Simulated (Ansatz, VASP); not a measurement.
## Sn in VASP and in Ansatz

File INCAR:

```
SYSTEM = Sn
  ALGO = Normal
  EDIFF = 1E-8
  ENCUT = 520
  GGA = PE
  ISIF = 2
  ISMEAR = -1
  LASPH = .True.
  LCHARG = .False.
  LEFG = .True.
  LREAL = .False.
  LWAVE = .False.
  NBANDS = 21
  NELM = 100
  PREC = Accurate
  SIGMA = 0.03
```

Contents of KPOINTS:

```
k-points
0
Gamma
  9 9 9
  0 0 0
```

POSCAR

```
Sn
1.0
    0.0000000000      3.2017351634      3.2017351634
    3.2017351634      0.0000000000      3.2017351634
    3.2017351634      3.2017351634      0.0000000000
Sn
2
Direct
    0.5000000000      0.5000000000      0.5000000000
    0.7500000000      0.7500000000      0.7500000000
```

Input for Ansatz:

```yaml
crystal:
  lattice:
    - [0.0, 3.2017351634, 3.2017351634]
    - [3.2017351634, 0.0, 3.2017351634]
    - [3.2017351634, 3.2017351634, 0.0]
  atoms:
    - { symbol: Sn, position: [0.5, 0.5, 0.5] }
    - { symbol: Sn, position: [0.75, 0.75, 0.75] }
kpoints:
  mp_grid: { grid: [9, 9, 9] }
scf:
  occupations: { method: fermi_dirac, width: 0.03 }
hamiltonian:
  xc: pbe
  pseudopotentials: { kind: all_electron, datasets: crystal }
output:
  forces: true
  stress: true
  eigenvalues: true
  efg: { contact_densities: true }
```

Change from the starting cell: volume scaled by 0.96, crystal datasets.

Alike in both runs: task electric field gradients; functional PBE; k mesh 9 × 9 × 9; occupations fermi-dirac, width 0.03 eV; no spin polarisation.

|  | VASP | Ansatz |
| --- | --- | --- |
| version | VASP 6.6.1 | Ansatz 0.2.0 |
| potentials or method | VASP PAW PBE potentials, release 64 (Sn_d), cutoff 520 eV | all-electron PAW with datasets made for the crystal, scalar-relativistic |

Ansatz gave:

```
pressure (GPa) : 5.5
```

Problem. What did VASP give for the same quantities?

Solution. Pressure (GPa): 5.4.

Ansatz ran all-electron here, and VASP with PAW potentials.
